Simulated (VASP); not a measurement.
# H11C20O in VASP: further runs

H11C20O is run at these levels: PBEsol; tasks: single point.

All numbers are computed with VASP 6.6.1; they aren't measurements. Logs are shortened: lines on timing, memory, paths and dates and some standing lists are left out, and cuts for length are marked.

**1. The cell of the first run**

The cell holds a slab with vacuum, 32 atoms: a = 5.049 Å, b = 5.049 Å, c = 17.836 Å, α = 90.00°, β = 90.00°, γ = 90.00°.

**2. Single point, PBEsol, collinear spin**

INCAR

```
SYSTEM = H11C20O
PREC = Accurate ; ENCUT = 520
EDIFF = 1E-6 ; ISMEAR = 0
SIGMA = 0.05 ; LREAL = Auto
LASPH = .True. ; NELM = 150
ALGO = Normal ; ISIF = 2
LWAVE = .False. ; LCHARG = .False.
ISPIN = 2 ; MAGMOM = 0 0 0 0 0 0 0 0 0 0 0 0 0 0 0 0 0 0 0 0 0 0 0 0 0 0 0 0 0.31 0 0 0
LORBIT = 11 ; GGA = PS
NBANDS = 74
```

KPOINTS

```
Automatic mesh
0
Gamma
  3 3 1
  0 0 0
```

POSCAR

```
H11C20O
1.0
    5.0487420000      0.0000000000      0.0000000000
    0.0000000000      5.0487420000      0.0000000000
    0.0000000000      0.0000000000     17.8355610000
H C O
11 20 1
Direct
    0.4277867635      0.0000000000      0.0560677626
    0.0722132365      0.0000000000      0.0560677626
    0.9277867635      0.0000000000      0.0560677626
    0.5722132365      0.0000000000      0.0560677626
    0.4277867635      0.5000000000      0.0560677626
    0.0722132365      0.5000000000      0.0560677626
    0.9277867635      0.5000000000      0.0560677626
    0.5722132365      0.5000000000      0.0560677626
    0.2504722959      0.5049648011      0.3432636630
    0.7498630352      0.4959764234      0.3444159676
    0.2193891072      1.1408095324      0.3944255524
    0.2500000990      0.0000000000      0.0916539715
    0.7500000990      0.0000000000      0.0916539715
    0.2500000990      0.5000000000      0.0916539715
    0.7500000990      0.5000000000      0.0916539715
    0.2500000990      0.2500000990      0.1416945057
    0.7500000990      0.2500000990      0.1416945057
    0.2500000990      0.7500000990      0.1416945057
    0.7500000990      0.7500000990      0.1416945057
    0.0005708353      0.2516436768      0.1876179841
    0.4996056443      0.2516884404      0.1875943235
    0.0000752663      0.7506252052      0.1953375619
    0.5001231990      0.7506355048      0.1953217507
   -0.0002612532      0.0158916815      0.2425491971
    0.5006700679      0.0159501119      0.2425351801
    0.0003363214      0.4852680133      0.2418290627
    0.5000441694      0.4853104001      0.2418198116
    0.2508171342      0.0932327301      0.2884335402
    0.7502766036      0.0964658127      0.2830953846
    0.2502314438      0.4152773107      0.2866646023
    0.7502056948      0.4116411573      0.2873287810
    0.2559411830      0.9907287796      0.3620576331
```

Potentials or basis: VASP PAW PBE potentials, release 64 (H, C, O).

Started as:

```bash
$ cat potpaw_PBE.64/H/POTCAR potpaw_PBE.64/C/POTCAR potpaw_PBE.64/O/POTCAR > POTCAR
$ mpirun -np 1 vasp_std > vasp.out
```

OUTCAR:

```text
SYSTEM = H11C20O
   PREC = Accurate
   ENCUT = 520
   EDIFF = 1E-6
   ISMEAR = 0
   LREAL = Auto
   LASPH = .True.
   NELM = 150
   ISIF = 2
   ISPIN = 2
   LORBIT = 11
   GGA = PS

 ion  position               nearest neighbor table
   1  0.428  0.000  0.056-   4 0.73  12 1.10
   2  0.072  0.000  0.056-   3 0.73  12 1.10
   3  0.928  0.000  0.056-   2 0.73  13 1.10
   4  0.572  0.000  0.056-   1 0.73  13 1.10
   5  0.428  0.500  0.056-   8 0.73  14 1.10
   6  0.072  0.500  0.056-   7 0.73  14 1.10
   7  0.928  0.500  0.056-   6 0.73  15 1.10
   8  0.572  0.500  0.056-   5 0.73  15 1.10
   9  0.250  0.505  0.343-  30 1.11
  10  0.750  0.496  0.344-  31 1.10
  11  0.219  0.141  0.394-  32 0.97
  12  0.250  0.000  0.092-   1 1.10   2 1.10  18 1.55  16 1.55
  13  0.750  0.000  0.092-   3 1.10   4 1.10  19 1.55  17 1.55
  14  0.250  0.500  0.092-   5 1.10   6 1.10  16 1.55  18 1.55
  15  0.750  0.500  0.092-   7 1.10   8 1.10  17 1.55  19 1.55
  16  0.250  0.250  0.142-  20 1.50  21 1.50  14 1.55  12 1.55
  17  0.750  0.250  0.142-  21 1.51  20 1.51  15 1.55  13 1.55
[... 9 lines left out ...]
  27  0.500  0.485  0.242-  21 1.53  30 1.53  31 1.55  23 1.58
  28  0.251  0.093  0.288-  32 1.41  25 1.55  24 1.56  30 1.63
  29  0.750  0.096  0.283-  24 1.51  25 1.51  31 1.59
  30  0.250  0.415  0.287-   9 1.11  27 1.53  26 1.53  28 1.63
  31  0.750  0.412  0.287-  10 1.10  26 1.55  27 1.55  29 1.59
  32  0.256  0.991  0.362-  11 0.97  28 1.41

  LATTYP: Found a simple tetragonal cell.
 ALAT       =     5.0487420000
 C/A-ratio  =     3.5326742781

  Lattice vectors:

 A1 = (   5.0487420000,   0.0000000000,   0.0000000000)
 A2 = (   0.0000000000,   5.0487420000,   0.0000000000)
 A3 = (   0.0000000000,   0.0000000000,  17.8355610000)

Analysis of symmetry for initial positions (statically):
=====================================================================
 Subroutine PRICEL returns:
 Original cell was already a primitive cell.

 Routine SETGRP: Setting up the symmetry group for a
 simple tetragonal supercell.

 Subroutine GETGRP returns: Found  1 space group operations
 (whereof  1 operations were pure point group operations)
 out of a pool of 16 trial point group operations.

The static configuration has the point symmetry C_1 .

Analysis of symmetry for dynamics (positions and initial velocities):
=====================================================================
 Subroutine PRICEL returns:
 Original cell was already a primitive cell.

 Routine SETGRP: Setting up the symmetry group for a
 simple tetragonal supercell.

 Subroutine GETGRP returns: Found  1 space group operations
 (whereof  1 operations were pure point group operations)
 out of a pool of 16 trial point group operations.

The dynamic configuration has the point symmetry C_1 .

Analysis of structural, dynamic, and magnetic symmetry:
=====================================================================
 Subroutine PRICEL returns:
 Original cell was already a primitive cell.

 Routine SETGRP: Setting up the symmetry group for a
 simple tetragonal supercell.

 Subroutine GETGRP returns: Found  1 space group operations
 (whereof  1 operations were pure point group operations)
 out of a pool of 16 trial point group operations.

The overall configuration has the point symmetry C_1 .

 Subroutine INISYM returns: Found  1 space group operations
 (whereof  1 operations are pure point group operations),
 and found     1 'primitive' translations

----------------------------------------------------------------------------------------

                                     Primitive cell

  volume of cell :     454.6248

  direct lattice vectors                    reciprocal lattice vectors
     5.048742000  0.000000000  0.000000000     0.198069143  0.000000000  0.000000000
     0.000000000  5.048742000  0.000000000     0.000000000  0.198069143  0.000000000
     0.000000000  0.000000000 17.835561000     0.000000000  0.000000000  0.056067763

  length of vectors
     5.048742000  5.048742000 17.835561000     0.198069143  0.198069143  0.056067763

  position of ions in fractional coordinates (direct lattice)
     0.427786764  0.000000000  0.056067763
     0.072213236  0.000000000  0.056067763
     0.927786764  0.000000000  0.056067763
     0.572213236  0.000000000  0.056067763
     0.427786764  0.500000000  0.056067763
[... 85 lines left out ...]
 ===========================================

 Found      5 irreducible k-points:

 Following reciprocal coordinates:
            Coordinates               Weight
  0.000000  0.000000  0.000000      1.000000
  0.333333  0.000000  0.000000      2.000000
  0.000000  0.333333  0.000000      2.000000
  0.333333  0.333333  0.000000      2.000000
 -0.333333  0.333333  0.000000      2.000000
   k-points           NKPTS =      5   k-points in BZ     NKDIM =      5   number of bands    NBANDS=     74
   number of dos      NEDOS =    301   number of ions     NIONS =     32
   total plane-waves  NPLWV = 224000
   dimension x,y,z NGX =    40 NGY =   40 NGZ =  140
   dimension x,y,z NGXF=    80 NGYF=   80 NGZF=  280
   ions per type =              11  20   1
   NGX,Y,Z   is equivalent  to a cutoff of  13.17, 13.17, 13.05 a.u.
   NGXF,Y,Z  is equivalent  to a cutoff of  26.34, 26.34, 26.10 a.u.
 SYSTEM =  H11C20O
   PREC   = accura    normal or accurate (medium, high low for compatibility)
   ISTART =      0    job   : 0-new  1-cont  2-samecut
   ICHARG =      2    charge: 1-file 2-atom 10-const
   ISPIN  =      2    spin polarized calculation?
   LNONCOLLINEAR =      F non collinear calculations
   LSORBIT =      F    spin-orbit coupling
   LASPH  =      T    aspherical Exc in radial PAW
   ENCUT  =  520.0 eV  38.22 Ry    6.18 a.u.   9.39  9.39 33.16*2*pi/ulx,y,z
   NELM   =    150;   NELMIN=  2; NELMDL= -5     # of ELM steps
   EDIFF  = 0.1E-05   stopping-criterion for ELM
   LREAL  =      T    real-space projection
   EDIFFG = 0.1E-04   stopping-criterion for IOM
   NSW    =      0    number of steps for IOM
   IBRION =     -1    ionic relax: 0-MD 1-quasi-New 2-CG
   NFREE  =      0    steps in history (QN), initial steepest desc. (CG)
   ISIF   =      2    stress and relaxation
   ISYM   =      2    0-nonsym 1-usesym 2-fastsym
   POTIM  = 0.5000    time-step for ionic-motion
   TEBEG  =    0.0;   TEEND  =   0.0 temperature during run
   PSTRESS=    0.0 pullay stress
   NELECT =      97.0000    total number of electrons
   NUPDOWN=      -1.0000    fix difference up-down
   EMIN   =  10.00;   EMAX   =-10.00  energy-range for DOS
   EFERMI =   0.00;   METHOD = LEGACY
   ISMEAR =     0;   SIGMA  =   0.05  broadening in eV -4-tet -1-fermi 0-gaus
   EFERMI_NEDOS =   21; number of points for ismear=-14 and -15
   IALGO  =     38    algorithm
   IMIX   =      4    mixing-type and parameters
     AMIX     =   0.40;   BMIX     =  1.00
     AMIX_MAG =   1.60;   BMIX_MAG =  1.00
  volume/ion in A,a.u.               =      14.21        95.87
  Fermi-wavevector in a.u.,A,eV,Ry     =   0.978245  1.848615 13.020280  0.956964
  Thomas-Fermi vector in A             =   2.109006
   LORBIT       =     11    0 simple, 1 ext, 2 COOP (PROOUT), +10 PAW based schemes
   GGA     = PS    functional components
   LHFCALC =     F    Hartree Fock is set to
   AEXX    =    0.0000 exact exchange contribution
   IVDW    =     0    specifies the selected vdW correction
   LEPSILON=     F    determine dielectric tensor
   LRPA    =     F    only Hartree local field effects (RPA)
 spin polarized calculation
 Gauss-broadening in eV      SIGMA  =   0.05
  energy-cutoff  :      520.00
  volume of cell :      454.62
 maximum number of plane-waves:     12271
 NGX is ok and might be reduce to    40
   NGX = 19   NGY = 19   NGZ = 67

 number of electron      97.0000008 magnetization       0.9999841

 Free energy of the ion-electron system (eV)
  ---------------------------------------------------
  ext. energy  EPLUGINS =         0.00000000
  ---------------------------------------------------
  free energy    TOTEN  =      -221.06610057 eV

  energy without entropy =     -221.06610057  energy(sigma->0) =     -221.06610057

 E-fermi :   0.9591     XC(G=0):  -5.0837

 val. band max:        0.7171935440   @ k =   0.0000   0.3333   0.0000
 cond. band min:       1.5184714917   @ k =   0.0000   0.3333   0.0000
 fundamental gap:      0.8012779478
 Fermi energy:         0.9590798218

 spin component 1

 k-point     1 :       0.0000    0.0000    0.0000
  band No.  band energies     occupation
      1     -21.6344      1.00000
      2     -20.4534      1.00000
      3     -18.1944      1.00000
      4     -16.3662      1.00000
      5     -15.9887      1.00000
      6     -15.9115      1.00000
[... 304 lines left out ...]
     59       6.2242      0.00000
     60       6.4164      0.00000
 Fermi energy:         0.9590798218

 spin component 2

 k-point     1 :       0.0000    0.0000    0.0000
  band No.  band energies     occupation
      1     -21.6132      1.00000
      2     -20.4063      1.00000
      3     -18.1359      1.00000
      4     -16.3184      1.00000
      5     -15.9370      1.00000
      6     -15.8960      1.00000
[... 304 lines left out ...]
     59       6.2617      0.00000
     60       6.4651      0.00000
 [bands above 60 left out]

------------------------ aborting loop because EDIFF is reached ----------------------------------------

  FORCE on cell =-STRESS in cart. coord.  units (eV):
  Direction    XX          YY          ZZ          XY          YZ          ZX
  --------------------------------------------------------------------------------------
  -------------------------------------------------------------------------------------
  Total       67.3960822    -10.2703720     -3.2976884      0.0110574     -0.9048309     -0.2344815
  in kB      237.5155804    -36.1945870    -11.6216305      0.0389683     -3.1887824     -0.8263539
  external PRESSURE =      63.2331209 kB  Pullay stress =       0.0000000 kB

 VOLUME and BASIS-vectors are now :
 -----------------------------------------------------------------------------
  energy-cutoff  :      520.00
  volume of cell :      454.62
      direct lattice vectors                 reciprocal lattice vectors
     5.048742000  0.000000000  0.000000000     0.198069143  0.000000000  0.000000000
     0.000000000  5.048742000  0.000000000     0.000000000  0.198069143  0.000000000
     0.000000000  0.000000000 17.835561000     0.000000000  0.000000000  0.056067763

 POSITION                                       TOTAL-FORCE (eV/Angst)
 -----------------------------------------------------------------------------------
      2.15978      0.00000      1.00000        -8.858460     -0.037958      0.033144
      0.36459      0.00000      1.00000         8.857623     -0.037700      0.033920
      4.68416      0.00000      1.00000        -8.861829     -0.039003      0.031297
      2.88896      0.00000      1.00000         8.861371     -0.039091      0.031706
      2.15978      2.52437      1.00000        -8.842860      0.039900      0.024905
      0.36459      2.52437      1.00000         8.842613      0.039915      0.025724
[... 24 lines left out ...]
      3.78759      2.07827      5.12467         0.001170     -0.000495      0.013805
      1.29218      5.00193      6.45750         0.027722     -0.145868      0.065422
 -----------------------------------------------------------------------------------
    total drift:                                0.001097      0.002771      0.076880

  FREE ENERGIE OF THE ION-ELECTRON SYSTEM (eV)
  ---------------------------------------------------
  free  energy   TOTEN  =      -221.0661005744 eV

  energy  without entropy=     -221.0661005744  energy(sigma->0) =     -221.06610057

 total charge

# of ion       s       p       d       tot
------------------------------------------
    1        0.736   0.102   0.000   0.837
    2        0.736   0.102   0.000   0.837
    3        0.736   0.102   0.000   0.837
    4        0.736   0.102   0.000   0.837
    5        0.736   0.102   0.000   0.837
    6        0.736   0.102   0.000   0.837
[... 24 lines left out ...]
   31        0.829   1.718   0.000   2.547
   32        1.559   3.592   0.000   5.151
--------------------------------------------------
tot         25.999  39.268   0.000  65.267

 magnetization (x)

# of ion       s       p       d       tot
------------------------------------------
    1        0.000   0.000   0.000   0.000
    2        0.000   0.000   0.000   0.000
    3       -0.000   0.000   0.000   0.000
    4       -0.000   0.000   0.000   0.000
    5        0.001   0.000   0.000   0.001
    6        0.001   0.000   0.000   0.001
[... 24 lines left out ...]
   31        0.003  -0.002   0.000   0.001
   32       -0.000   0.004   0.000   0.004
--------------------------------------------------
tot          0.081   0.485   0.000   0.566
```

Wall time 12 min (1 thread of Intel Xeon Platinum 8259CL at 2.50GHz (Skylake/Cascade Lake), shared host); peak memory 0.78 GiB.

What came out:

- Free energy: -221.0661 eV
- Largest force: 8.862 eV/Å
- Band gap on the k mesh: 0.80 eV
- Net moment: 1.00 μB per cell
- Site moments: H +0.00, -0.00, +0.01 (each value once); C -0.00, +0.00, +0.01, +0.03, +0.43 (each value once); O +0.00 μB
- Valence electrons inside the program's atomic spheres: H 0.84, 0.67, 0.68, 0.75 (each value once); C 2.67, 2.59, 2.50, 2.63, 2.48, 2.55, 2.46, 2.45, 2.56 (each value once); O 5.15

Forces on the atoms (eV/Å):
```
H   -8.858 -0.038  0.033
H    8.858 -0.038  0.034
H   -8.862 -0.039  0.031
H    8.861 -0.039  0.032
H   -8.843  0.040  0.025
H    8.843  0.040  0.026
H   -8.851  0.045  0.026
H    8.851  0.044  0.025
H    0.001 -0.047  0.043
H   -0.001  0.018  0.023
H   -0.080 -0.046  0.272
C    0.002 -0.147  1.174
C    0.002 -0.147  1.171
C    0.001  0.163  1.196
C    0.001  0.140  1.200
C    0.009 -0.032 -3.108
C    0.015 -0.003 -3.058
C    0.006  0.115  0.410
C    0.010  0.117  0.410
C    0.001 -0.004 -0.018
C   -0.004 -0.002 -0.016
C    0.004 -0.003  0.014
C   -0.005 -0.004  0.013
C    0.019 -0.033  0.001
C   -0.012 -0.036  0.005
C   -0.001  0.041  0.007
C    0.001  0.041  0.006
C    0.004  0.035 -0.121
C   -0.001 -0.005  0.051
C    0.000 -0.029  0.012
C    0.001  0.000  0.014
O    0.028 -0.146  0.065
```

Caveat: there is no dipole correction, which matters where the two faces differ; the PAW data sets were made with another functional, which shifts forces and pressure a little.

**3. Single point, PBEsol, collinear spin**

INCAR

```
SYSTEM = H11C20O
PREC = Accurate
ENCUT = 520
EDIFF = 1E-6
ISMEAR = 0
SIGMA = 0.05
LREAL = Auto
LASPH = .True.
NELM = 150
ALGO = Normal
ISIF = 2
LWAVE = .False.
LCHARG = .True.
ISPIN = 2
MAGMOM = 0 0 0 0 0 0 0 0 0 0 0 0 0 0 0 0 0 0 0 0 0 0 0 0 0 0 0 0 0.31 0 0 0
LORBIT = 11
GGA = PS
LELF = .True.
LVHAR = .True.
NBANDS = 74
```

KPOINTS is that of step 2.

POSCAR

```
H11C20O
1.0
    5.0487420000      0.0000000000      0.0000000000
    0.0000000000      5.0487420000      0.0000000000
    0.0000000000      0.0000000000     17.8355610000
H C O
11 20 1
Direct
    0.4277867635      0.0000000000      0.0560678187
    0.0722132365      0.0000000000      0.0560678187
    0.9277867635      0.0000000000      0.0560678187
    0.5722132365      0.0000000000      0.0560678187
    0.4277867635      0.5000000000      0.0560678187
    0.0722132365      0.5000000000      0.0560678187
    0.9277867635      0.5000000000      0.0560678187
    0.5722132365      0.5000000000      0.0560678187
    0.2515351349      0.4994101501      0.3439456712
    0.7493118088      0.4960348538      0.3444750070
    0.1273154778      1.0694965201      0.3905825558
    0.2500000990      0.0000000000      0.0916539715
    0.7500000990      0.0000000000      0.0916539715
    0.2500000990      0.5000000000      0.0916539715
    0.7500000990      0.5000000000      0.0916539715
    0.2500000990      0.2500000990      0.1416945057
    0.7500000990      0.2500000990      0.1416945057
    0.2500000990      0.7500000990      0.1416945057
    0.7500000990      0.7500000990      0.1416945057
    0.0007029474      0.2516521938      0.1877089821
    0.4997201283      0.2516842810      0.1876964790
    0.0002808620      0.7503451355      0.1953910505
    0.5002303544      0.7503281015      0.1954138701
    0.0004014862      0.0154242384      0.2425496456
    0.5010824479      0.0155559543      0.2427014211
    0.0009348864      0.4850121080      0.2420194689
    0.4999799950      0.4849808130      0.2419848750
    0.2520576413      0.0920060879      0.2885488155
    0.7510482809      0.0964927501      0.2832103795
    0.2505568714      0.4142966703      0.2870336403
    0.7505271610      0.4119006279      0.2873797466
    0.2668104253      0.9853236707      0.3613757930
```

Potentials or basis: VASP PAW PBE potentials, release 64 (H, C, O).

Started as:

```bash
$ cat potpaw_PBE.64/H/POTCAR potpaw_PBE.64/C/POTCAR potpaw_PBE.64/O/POTCAR > POTCAR
$ mpirun -np 1 vasp_std > vasp.out
```

Wall time 28 min (1 thread of Intel Xeon 8259CL, shared host); peak memory 0.78 GiB.

Results (log left out):

```
Free energy                                           : -221.1649 eV
Largest force                                         : 8.861 eV/Å
Band gap on the k mesh                                : 0.65 eV
Net moment                                            : 1.00 μB per cell
Site moments                                          : H +0.00, -0.00, +0.01 (each value once); C -0.00, +0.00, +0.01, +0.03, +0.42 (each value once); O +0.01 μB
Valence electrons inside the program's atomic spheres : H 0.84, 0.68, 0.74 (each value once); C 2.67, 2.59, 2.50, 2.62, 2.48, 2.55, 2.46, 2.45, 2.56 (each value once); O 5.15
```

Forces on the atoms (eV/Å):
```
H   -8.857 -0.038  0.032
H    8.856 -0.038  0.033
H   -8.861 -0.040  0.030
H    8.860 -0.039  0.031
H   -8.841  0.037  0.024
H    8.842  0.038  0.027
H   -8.851  0.042  0.026
H    8.850  0.042  0.024
H    0.003  0.006  0.030
H   -0.001  0.013  0.027
H   -0.216 -0.079  0.077
C    0.005 -0.146  1.185
C    0.005 -0.148  1.181
C    0.007  0.164  1.212
C   -0.001  0.141  1.213
C    0.034 -0.060 -3.048
C    0.030 -0.026 -2.990
C    0.022  0.105  0.439
C    0.022  0.096  0.444
C    0.001 -0.004 -0.018
C   -0.002 -0.005 -0.018
C    0.000  0.000  0.009
C   -0.002  0.001  0.010
C    0.022 -0.042 -0.001
C   -0.012 -0.041 -0.003
C   -0.001  0.041  0.005
C    0.003  0.038  0.006
C    0.010  0.035 -0.147
C   -0.003 -0.003  0.048
C   -0.001 -0.001  0.014
C    0.001  0.004  0.020
O    0.077 -0.093  0.076
```

Levels at points of the mesh, in eV from the valence-band top:
Spin up:
```csv
k point,band 45,band 46,band 47,band 48,band 49,band 50,band 51,band 52,band 53,band 54
"(0.00, 0.00, 0.00)",-2.52,-2.27,-0.94,-0.52,-0.05,2.08,2.60,3.66,3.86,3.95
```
Spin down:
```csv
k point,band 46,band 47,band 48,band 49,band 50,band 51
"(0.00, 0.00, 0.00)",-2.19,-0.51,-0.03,0.68,2.09,2.66
```

Caveat: there is no dipole correction, which matters where the two faces differ; semilocal functionals underestimate gaps, and a narrow one can read as zero; the PAW data sets were made with another functional, which shifts forces and pressure a little.
